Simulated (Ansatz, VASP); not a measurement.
One calculation of SrCl2, two programs

Contents of INCAR:

```
SYSTEM = SrCl2
ALGO = Normal
EDIFF = 1E-7
ENCUT = 520
GGA = PS
ISIF = 2
ISMEAR = 0
LASPH = .True.
LCHARG = .True.
LELF = .True.
LREAL = .False.
LVHAR = .True.
LWAVE = .False.
NBANDS = 19
NELM = 100
PREC = Accurate
SIGMA = 0.05
```

File KPOINTS:

```
k-points
0
Gamma
  6 6 6
  0 0 0
```

The input POSCAR:

```
SrCl2
1.0
    1.8442954555      4.6107386389      4.6107386389
    4.6107386389      1.8442954555      4.6107386389
    4.6107386389      4.6107386389      1.8442954555
Sr Cl
1 2
Direct
    0.0000000000      0.0000000000      0.0000000000
    0.2500000000      0.2500000000      0.2500000000
    0.7500000000      0.7500000000      0.7500000000
```

Input for Ansatz:

```yaml
crystal:
  lattice:
    - [1.8442954555, 4.6107386389, 4.6107386389]
    - [4.6107386389, 1.8442954555, 4.6107386389]
    - [4.6107386389, 4.6107386389, 1.8442954555]
  atoms:
    - { symbol: Sr, position: [0.0, 0.0, 0.0] }
    - { symbol: Cl, position: [0.25, 0.25, 0.25] }
    - { symbol: Cl, position: [0.75, 0.75, 0.75] }
basis:
  ecutwfc: 420
kpoints:
  mp_grid: { grid: [6, 6, 6] }
hamiltonian:
  xc: pbesol
scf:
  occupations: { method: gaussian, width: 0.05 }
output:
  forces: true
  stress: true
  eigenvalues: true
```

Alike in both runs: task single point; functional PBEsol; k mesh 6 × 6 × 6; occupations gaussian, width 0.05 eV; no spin polarisation.

```csv
,VASP,Ansatz
version,VASP 6.6.1,Ansatz 0.2.0
potentials or method,"VASP PAW PBE potentials, release 64 (Sr_sv, Cl), cutoff 520 eV","scalar-relativistic, plane waves, PAW"
valence electrons in the cell,24,24
```

Ansatz gave:

```
gap on the k mesh at the Fermi level (eV)                     : 5.15
least direct gap on the mesh (eV)                             : 5.54
pressure (GPa)                                                : 5.5
traceless stress, the component that is largest in VASP (GPa) : -1.85
rms of the force components (eV/Å)                            : 0.129
```

Estimate VASP's values.

gap on the k mesh at the Fermi level (eV): 5.14; least direct gap on the mesh (eV): 5.53; pressure (GPa): 5.7; traceless stress, the component that is largest in VASP (GPa): -1.85; rms of the force components (eV/Å): 0.150.

VASP's potentials were made for PBE, not for PBEsol. Atom by atom the forces differ by 0.021 eV/Å (rms over components).
